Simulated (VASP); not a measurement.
Write the native input for VASP 6.6.1 that does the following.

```yaml
Task: single point
Functional: r2SCAN
Potentials_or_basis: VASP PAW PBE potentials, release 64 (La, Te)
Cutoff: 520 eV
k_mesh: 9 × 9 × 9
Occupations: gaussian, width 0.1 eV
Spin: no spin polarisation
Dipole_correction: no
Further_INCAR_settings: ALGO = Normal; EDIFF = 1e-06; NBANDS = 16
```

LaTe:

```
La Te
1.0
     0.00000    3.21800    3.21800
     3.21800    0.00000    3.21800
     3.21800    3.21800    0.00000
La Te
1 1
Direct
  0.00000 0.00000 0.00000
  0.50000 0.50000 0.50000
```

These files were run (other wordings do the same):

POSCAR

```
LaTe
1.0
    0.0000000000      3.2180000000      3.2180000000
    3.2180000000      0.0000000000      3.2180000000
    3.2180000000      3.2180000000      0.0000000000
La Te
1 1
Direct
    0.0000000000      0.0000000000      0.0000000000
    0.5000000000      0.5000000000      0.5000000000
```

INCAR.step1

```
SYSTEM = LaTe
PREC = Accurate
ENCUT = 520
ISMEAR = 0
SIGMA = 0.1
LREAL = .FALSE.
LASPH = .TRUE.
NELM = 80
NBANDS = 16
GGA = PE
ALGO = Normal
EDIFF = 1E-4
LWAVE = .TRUE.
LCHARG = .FALSE.
```

INCAR.step2

```
SYSTEM = LaTe
PREC = Accurate
ENCUT = 520
EDIFF = 1E-6
ISMEAR = 0
SIGMA = 0.1
LREAL = .FALSE.
LASPH = .TRUE.
NELM = 80
ALGO = Normal
ISIF = 2
LWAVE = .FALSE.
LCHARG = .TRUE.
METAGGA = R2SCAN
LMIXTAU = .TRUE.
LELF = .TRUE.
LVHAR = .TRUE.
NBANDS = 16
ISTART = 1
```

KPOINTS

```
regular mesh
0
G
  9 9 9
  0 0 0
```

Potentials or basis: VASP PAW PBE potentials, release 64 (La, Te).

Run with:

```console
$ cat potpaw_PBE.64/La/POTCAR potpaw_PBE.64/Te/POTCAR > POTCAR
$ cp INCAR.step1 INCAR
$ mpirun -np 1 vasp_std > vasp.out
$ cp INCAR.step2 INCAR
$ mpirun -np 1 vasp_std > vasp.out
```

It gave:

```json
{"Pressure": "1.5 GPa"}
```

Caveat: the PAW data sets were made with another functional, which shifts forces and pressure a little.

Run time: 2.7 min on 1 thread of Intel(R) Xeon(R) Platinum 8259CL CPU @ 2.50GHz (Skylake/Cascade Lake), on a shared host, peak memory 0.25 GiB.
